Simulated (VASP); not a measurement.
# SiGe (P6_3mc) in VASP: further runs

Runs on SiGe. Level: PBEsol. Tasks: single point.

Program: VASP 6.6.1. These are calculated values, not measurements. Logs are shortened: lines on timing, memory, paths and dates and some standing lists are left out, and cuts for length are marked.

### 1 The cell of the first run

It takes space group P6_3mc (No. 186, hexagonal). Conventional cell: a = 4.018 Å, b = 4.018 Å, c = 6.327 Å, α = 90.00°, β = 90.00°, γ = 120.00°. Si (site symmetry 3m) has 4 Ge at 2.39 to 2.45 Å within 3.2 Å. Within 3.2 Å of Ge (site symmetry 3m) lie 4 Si at 2.39 to 2.45 Å.

### 2 Single point, PBEsol (biaxial strain in the a-b plane: +3.0 %)

The input, INCAR:

```
ALGO     = Normal         # electronic algorithm
EDIFF    = 1E-6           # SCF threshold, eV
ENCUT    = 520            # plane-wave cutoff, eV
GGA      = PS             # functional
ISIF     = 2              # what is computed and relaxed
ISMEAR   = 0              # smearing method
LASPH    = True           # aspherical terms in the spheres
LCHARG   = False          # write CHGCAR
LREAL    = False          # projectors in reciprocal space
LWAVE    = False          # write WAVECAR
NBANDS   = 26             # bands
NELM     = 80             # most SCF steps
PREC     = Accurate       # precision mode
SIGMA    = 0.02           # smearing width, eV
```

The input, KPOINTS:

```
k-points
0
Gamma
  12 12 6
```

The input, POSCAR:

```
SiGe
1.0
    4.0176147960      0.0000000000      0.0000000000
   -2.0088073980      3.4793564760      0.0000000000
    0.0000000000      0.0000000000      6.3274116997
Si Ge
2 2
Direct
    0.6666666667      0.3333333333      0.8761579615
    0.3333333333      0.6666666667      0.3761579615
    0.6666666667      0.3333333333      0.4988410385
    0.3333333333      0.6666666667     -0.0011589615
```

Potentials or basis: VASP PAW PBE potentials, release 64 (Si, Ge_d).

Run with:

```
> cat potpaw_PBE.64/Si/POTCAR potpaw_PBE.64/Ge_d/POTCAR > POTCAR
> mpirun -np 1 vasp_std > vasp.out
```

OUTCAR:

```text
EDIFF = 1E-6
   ENCUT = 520
   GGA = PS
   ISIF = 2
   ISMEAR = 0
   LASPH = True
   LREAL = False
   NELM = 80
   PREC = Accurate

 ion  position               nearest neighbor table
   1  0.667  0.333  0.876-   3 2.39   4 2.45   4 2.45   4 2.45
   2  0.333  0.667  0.376-   4 2.39   3 2.45   3 2.45   3 2.45
   3  0.667  0.333  0.499-   1 2.39   2 2.45   2 2.45   2 2.45
   4  0.333  0.667  0.999-   2 2.39   1 2.45   1 2.45   1 2.45

  LATTYP: Found a hexagonal cell.
 ALAT       =     4.0176147960
 C/A-ratio  =     1.5749174625

  Lattice vectors:

 A1 = (   4.0176147960,   0.0000000000,   0.0000000000)
 A2 = (  -2.0088073980,   3.4793564760,   0.0000000000)
 A3 = (   0.0000000000,   0.0000000000,   6.3274116997)

Analysis of symmetry for initial positions (statically):
=====================================================================
 Subroutine PRICEL returns:
 Original cell was already a primitive cell.

 Routine SETGRP: Setting up the symmetry group for a
 hexagonal supercell.

 Subroutine GETGRP returns: Found 12 space group operations
 (whereof  6 operations were pure point group operations)
 out of a pool of 24 trial point group operations.

The static configuration has the point symmetry C_3v.
 The point group associated with its full space group is C_6v.

Analysis of symmetry for dynamics (positions and initial velocities):
=====================================================================
 Subroutine PRICEL returns:
 Original cell was already a primitive cell.

 Routine SETGRP: Setting up the symmetry group for a
 hexagonal supercell.

 Subroutine GETGRP returns: Found 12 space group operations
 (whereof  6 operations were pure point group operations)
 out of a pool of 24 trial point group operations.

The dynamic configuration has the point symmetry C_3v.
 The point group associated with its full space group is C_6v.

 Subroutine INISYM returns: Found 12 space group operations
 (whereof  6 operations are pure point group operations),
 and found     1 'primitive' translations

----------------------------------------------------------------------------------------

                                     Primitive cell

  volume of cell :      88.4491

  direct lattice vectors                    reciprocal lattice vectors
     4.017614796  0.000000000  0.000000000     0.248903902  0.143704735  0.000000000
    -2.008807398  3.479356476  0.000000000     0.000000000  0.287409470  0.000000000
     0.000000000  0.000000000  6.327411700     0.000000000  0.000000000  0.158042506

  length of vectors
     4.017614796  4.017614796  6.327411700     0.287409470  0.287409470  0.158042506

  position of ions in fractional coordinates (direct lattice)
     0.666666667  0.333333333  0.876157961
     0.333333333  0.666666667  0.376157961
     0.666666667  0.333333333  0.498841038
     0.333333333  0.666666667  0.998841038

  ion indices of the primitive-cell ions
   primitive index   ion index
                 1           1
                 2           2
                 3           3
                 4           4

----------------------------------------------------------------------------------------

 KPOINTS: k-points

Automatic generation of k-mesh.
 Grid dimensions read from file:
 generate k-points for:   12   12    6

 Generating k-lattice:

  Cartesian coordinates                     Fractional coordinates (reciprocal lattice)
     0.020741992  0.011975395  0.000000000     0.083333333  0.000000000  0.000000000
     0.000000000  0.023950789  0.000000000     0.000000000  0.083333333  0.000000000
     0.000000000  0.000000000  0.026340418     0.000000000  0.000000000  0.166666667

  Length of vectors
     0.023950789  0.023950789  0.026340418

  Shift w.r.t. Gamma in fractional coordinates (k-lattice)
     0.000000000  0.000000000  0.000000000

 Subroutine IBZKPT returns following result:
 ===========================================

 Found     76 irreducible k-points:

 Following reciprocal coordinates:
            Coordinates               Weight
  0.000000  0.000000  0.000000      1.000000
  0.083333 -0.000000  0.000000      6.000000
  0.166667  0.000000  0.000000      6.000000
  0.250000  0.000000  0.000000      6.000000
  0.333333  0.000000  0.000000      6.000000
  0.416667  0.000000  0.000000      6.000000
[... 16 lines left out ...]
  0.250000  0.000000  0.166667     12.000000
  0.333333  0.000000  0.166667     12.000000
 [... further k-points ...]
   k-points           NKPTS =     76   k-points in BZ     NKDIM =     76   number of bands    NBANDS=     26
   number of dos      NEDOS =    301   number of ions     NIONS =      4
   total plane-waves  NPLWV =  43200
   dimension x,y,z NGX =    30 NGY =   30 NGZ =   48
   dimension x,y,z NGXF=    60 NGYF=   60 NGZF=   96
   ions per type =               2   2
   NGX,Y,Z   is equivalent  to a cutoff of  12.41, 12.41, 12.61 a.u.
   NGXF,Y,Z  is equivalent  to a cutoff of  24.83, 24.83, 25.22 a.u.
 SYSTEM =  unknown system
   PREC   = accura    normal or accurate (medium, high low for compatibility)
   ISTART =      0    job   : 0-new  1-cont  2-samecut
   ICHARG =      2    charge: 1-file 2-atom 10-const
   ISPIN  =      1    spin polarized calculation?
   LNONCOLLINEAR =      F non collinear calculations
   LSORBIT =      F    spin-orbit coupling
   LASPH  =      T    aspherical Exc in radial PAW
   ENCUT  =  520.0 eV  38.22 Ry    6.18 a.u.   7.47  7.47 11.76*2*pi/ulx,y,z
   NELM   =     80;   NELMIN=  2; NELMDL= -5     # of ELM steps
   EDIFF  = 0.1E-05   stopping-criterion for ELM
   LREAL  =      F    real-space projection
   EDIFFG = 0.1E-04   stopping-criterion for IOM
   NSW    =      0    number of steps for IOM
   IBRION =     -1    ionic relax: 0-MD 1-quasi-New 2-CG
   NFREE  =      0    steps in history (QN), initial steepest desc. (CG)
   ISIF   =      2    stress and relaxation
   ISYM   =      2    0-nonsym 1-usesym 2-fastsym
   POTIM  = 0.5000    time-step for ionic-motion
   TEBEG  =    0.0;   TEEND  =   0.0 temperature during run
   PSTRESS=    0.0 pullay stress
   NELECT =      36.0000    total number of electrons
   NUPDOWN=      -1.0000    fix difference up-down
   EMIN   =  10.00;   EMAX   =-10.00  energy-range for DOS
   EFERMI =   0.00;   METHOD = LEGACY
   ISMEAR =     0;   SIGMA  =   0.02  broadening in eV -4-tet -1-fermi 0-gaus
   EFERMI_NEDOS =   21; number of points for ismear=-14 and -15
   IALGO  =     38    algorithm
   IMIX   =      4    mixing-type and parameters
     AMIX     =   0.40;   BMIX     =  1.00
     AMIX_MAG =   1.60;   BMIX_MAG =  1.00
  volume/ion in A,a.u.               =      22.11       149.22
  Fermi-wavevector in a.u.,A,eV,Ry     =   1.213234  2.292680 20.026914  1.471937
  Thomas-Fermi vector in A             =   2.348693
   LORBIT       =      0    0 simple, 1 ext, 2 COOP (PROOUT), +10 PAW based schemes
   GGA     = PS    functional components
   LHFCALC =     F    Hartree Fock is set to
   AEXX    =    0.0000 exact exchange contribution
   IVDW    =     0    specifies the selected vdW correction
   LEPSILON=     F    determine dielectric tensor
   LRPA    =     F    only Hartree local field effects (RPA)
 non-spin polarized calculation
 Gauss-broadening in eV      SIGMA  =   0.02
  energy-cutoff  :      520.00
  volume of cell :       88.45
 maximum number of plane-waves:      2406
 NGX is ok and might be reduce to    30
   NGX = 15   NGY = 15   NGZ = 23

 number of electron      36.0000011 magnetization

 Free energy of the ion-electron system (eV)
  ---------------------------------------------------
  ext. energy  EPLUGINS =         0.00000000
  ---------------------------------------------------
  free energy    TOTEN  =       -21.16176912 eV

  energy without entropy =      -21.16174299  energy(sigma->0) =      -21.16175606

 E-fermi :   5.0341     XC(G=0):  -9.6997

 val. band max:        5.0340732033   @ k =   0.0000   0.0000   0.1667
 cond. band min:       5.1138337426   @ k =   0.0000   0.0000   0.0000
 fundamental gap:      0.0797605393
 Fermi energy:         5.0340740904

 k-point     1 :       0.0000    0.0000    0.0000
  band No.  band energies     occupation
      1     -19.3408      2.00000
      2     -19.3398      2.00000
      3     -19.3376      2.00000
      4     -19.3376      2.00000
      5     -19.3354      2.00000
      6     -19.3354      2.00000
[... 18 lines left out ...]
     25       9.3646      0.00000
     26      11.3889      0.00000

 k-point     2 :       0.0833   -0.0000    0.0000
  band No.  band energies     occupation
      1     -19.3409      2.00000
      2     -19.3396      2.00000
      3     -19.3376      2.00000
      4     -19.3372      2.00000
      5     -19.3352      2.00000
      6     -19.3350      2.00000
[... 18 lines left out ...]
     25       9.6518      0.00000
     26      10.9277      0.00000

 k-point     3 :       0.1667    0.0000    0.0000
  band No.  band energies     occupation
      1     -19.3414      2.00000
      2     -19.3393      2.00000
      3     -19.3374      2.00000
      4     -19.3363      2.00000
      5     -19.3344      2.00000
      6     -19.3340      2.00000
[... 18 lines left out ...]
     25      10.2489      0.00000
     26      10.4095      0.00000

 k-point     4 :       0.2500    0.0000    0.0000
  band No.  band energies     occupation
      1     -19.3422      2.00000
      2     -19.3389      2.00000
      3     -19.3370      2.00000
      4     -19.3352      2.00000
      5     -19.3332      2.00000
      6     -19.3326      2.00000
[... 18 lines left out ...]
     25      11.2809      0.00000
     26      11.4201      0.00000

 k-point     5 :       0.3333    0.0000    0.0000
  band No.  band energies     occupation
      1     -19.3431      2.00000
      2     -19.3389      2.00000
      3     -19.3364      2.00000
      4     -19.3341      2.00000
      5     -19.3319      2.00000
      6     -19.3313      2.00000
[... 18 lines left out ...]
     25      11.9344      0.00000
     26      12.3042      0.00000

 k-point     6 :       0.4167    0.0000    0.0000
  band No.  band energies     occupation
      1     -19.3438      2.00000
      2     -19.3390      2.00000
      3     -19.3359      2.00000
      4     -19.3334      2.00000
      5     -19.3309      2.00000
      6     -19.3304      2.00000
[... 427 lines left out ...]
 k-point    21 :       0.0833   -0.0000    0.1667
  band No.  band energies     occupation
      1     -19.3408      2.00000
      2     -19.3397      2.00000
      3     -19.3374      2.00000
      4     -19.3371      2.00000
      5     -19.3353      2.00000
      6     -19.3352      2.00000
[... 18 lines left out ...]
     25       9.4249      0.00000
     26      11.2577      0.00000

 k-point    22 :       0.1667    0.0000    0.1667
  band No.  band energies     occupation
      1     -19.3412      2.00000
      2     -19.3395      2.00000
      3     -19.3371      2.00000
      4     -19.3362      2.00000
      5     -19.3346      2.00000
      6     -19.3342      2.00000
[... 18 lines left out ...]
     25      10.1732      0.00000
     26      10.8126      0.00000

 k-point    23 :       0.2500    0.0000    0.1667
  band No.  band energies     occupation
      1     -19.3420      2.00000
      2     -19.3394      2.00000
      3     -19.3366      2.00000
      4     -19.3350      2.00000
      5     -19.3334      2.00000
      6     -19.3328      2.00000
[... 18 lines left out ...]
     25      11.0286      0.00000
     26      11.1911      0.00000

 k-point    24 :       0.3333    0.0000    0.1667
  band No.  band energies     occupation
      1     -19.3429      2.00000
      2     -19.3395      2.00000
      3     -19.3359      2.00000
      4     -19.3339      2.00000
      5     -19.3322      2.00000
      6     -19.3315      2.00000
[... 18 lines left out ...]
     25      11.7377      0.00000
     26      12.2757      0.00000

 [... further k-points ...]

------------------------ aborting loop because EDIFF is reached ----------------------------------------

  FORCE on cell =-STRESS in cart. coord.  units (eV):
  Direction    XX          YY          ZZ          XY          YZ          ZX
  --------------------------------------------------------------------------------------
  -------------------------------------------------------------------------------------
  Total       -3.0189628     -3.0189628      1.3753659      0.0000000     -0.0000000      0.0000000
  in kB      -54.6858571    -54.6858571     24.9135441      0.0000000     -0.0000000      0.0000000
  external PRESSURE =     -28.1527233 kB  Pullay stress =       0.0000000 kB

 VOLUME and BASIS-vectors are now :
 -----------------------------------------------------------------------------
  energy-cutoff  :      520.00
  volume of cell :       88.45
      direct lattice vectors                 reciprocal lattice vectors
     4.017614796  0.000000000  0.000000000     0.248903902  0.143704735  0.000000000
    -2.008807398  3.479356476  0.000000000     0.000000000  0.287409470  0.000000000
     0.000000000  0.000000000  6.327411700     0.000000000  0.000000000  0.158042506

 POSITION                                       TOTAL-FORCE (eV/Angst)
 -----------------------------------------------------------------------------------
      2.00881      1.15979      5.54381        -0.000000      0.000000      0.221939
     -0.00000      2.31957      2.38011        -0.000000     -0.000000      0.221939
      2.00881      1.15979      3.15637        -0.000000      0.000000     -0.221939
     -0.00000      2.31957      6.32008         0.000000     -0.000000     -0.221939
 -----------------------------------------------------------------------------------
    total drift:                               -0.000000     -0.000000     -0.000607

  FREE ENERGIE OF THE ION-ELECTRON SYSTEM (eV)
  ---------------------------------------------------
  free  energy   TOTEN  =       -21.1617691191 eV

  energy  without entropy=      -21.1617429918  energy(sigma->0) =      -21.16175606
```

It took 57 s on 1 thread of Intel Xeon 6975P-C (Granite Rapids), shared host; peak memory 0.29 GiB.

What came out:

```yaml
Free_energy: -21.1618 eV
Pressure: -2.8 GPa
Largest_force: 0.222 eV/Å
Band_gap_on_the_k_mesh: zero (bands 18 and 19 overlap by 0.08 eV)
```

Forces in eV/Å, atoms in the order of the input:
```
Si   0.000  0.000  0.222
Si   0.000  0.000  0.222
Ge   0.000  0.000 -0.222
Ge   0.000  0.000 -0.222
```

Stress tensor (GPa, compression positive):
```
-5.47  0.00  0.00
 0.00 -5.47  0.00
 0.00  0.00  2.49
```

Caveat: the cell differs from its parent crystal (biaxial strain in the a-b plane: +3.0 %); the stress differs along the axes, from -5 to 2 GPa; semilocal functionals underestimate gaps, and a narrow one can read as zero; the PAW data sets were made with another functional, which shifts forces and pressure a little.

### 3 Single point, PBEsol (biaxial strain in the a-b plane: +3.0 %, then relaxed in part)

The input, INCAR:

```
PREC     = Accurate       # precision mode
ENCUT    = 520            # plane-wave cutoff, eV
EDIFF    = 1E-7           # SCF threshold, eV
ISMEAR   = 0              # smearing method
SIGMA    = 0.02           # smearing width, eV
LREAL    = False          # projectors in reciprocal space
LASPH    = True           # aspherical terms in the spheres
NELM     = 100            # most SCF steps
ALGO     = Normal         # electronic algorithm
ISIF     = 2              # what is computed and relaxed
LWAVE    = False          # write WAVECAR
LCHARG   = True           # write CHGCAR
GGA      = PS             # functional
LELF     = True           # ELF
LVHAR    = True         
NBANDS   = 26             # bands
```

The input, KPOINTS:

```
regular mesh
0
Gamma
  12 12 6
```

The input, POSCAR:

```
SiGe
1.0
    4.0176147960      0.0000000000      0.0000000000
   -2.0088073980      3.4793564760      0.0000000000
    0.0000000000      0.0000000000      6.3902193574
Si Ge
2 2
Direct
    0.6666666667      0.3333333333      0.8769114846
    0.3333333333      0.6666666667      0.3769114846
    0.6666666667      0.3333333333      0.4980875154
    0.3333333333      0.6666666667     -0.0019124846
```

Potentials or basis: VASP PAW PBE potentials, release 64 (Si, Ge_d).

Run with:

```
> cat potpaw_PBE.64/Si/POTCAR potpaw_PBE.64/Ge_d/POTCAR > POTCAR
> mpirun -np 1 vasp_std > vasp.out
```

It took 58 s on 1 thread of Intel Xeon 6975P-C (Granite Rapids), shared host; peak memory 0.29 GiB.

Results (log left out):

```yaml
Free_energy: -21.1706 eV
Pressure: -3.6 GPa
Band_gap_on_the_k_mesh: zero (filled and empty bands overlap)
```

Stress tensor (GPa, compression positive):
```
-5.36  0.00  0.00
 0.00 -5.36  0.00
 0.00  0.00  0.01
```

Levels at points of the mesh, in eV from the Fermi level:
| k point | band 14 | band 15 | band 16 | band 17 | band 18 | band 19 | band 20 | band 21 | band 22 | band 23 |
| --- | --- | --- | --- | --- | --- | --- | --- | --- | --- | --- |
| (0.00, 0.00, 0.00) | -1.64 | -1.64 | -0.09 | -0.04 | 0.01 | 0.01 | 1.20 | 1.96 | 1.96 | 2.90 |
| (0.50, 0.00, 0.00) | -6.10 | -4.45 | -3.09 | -2.75 | -1.37 | 0.30 | 1.97 | 3.36 | 3.48 | 4.59 |
| (0.00, 0.00, 0.50) | -4.19 | -1.00 | -1.00 | -1.00 | -1.00 | 0.79 | 0.79 | 3.02 | 3.02 | 3.02 |
| (0.50, 0.00, 0.50) | -7.34 | -2.41 | -2.41 | -2.24 | -2.24 | 0.72 | 0.72 | 1.98 | 1.98 | 5.86 |

Caveat: the cell differs from its parent crystal (biaxial strain in the a-b plane: +3.0 %, then relaxed in part); the stress differs along the axes, from -5 to 0 GPa; semilocal functionals underestimate gaps, and a narrow one can read as zero; the PAW data sets were made with another functional, which shifts forces and pressure a little.

The gap in the log of VASP goes by the Fermi energy; the results here count the filled bands.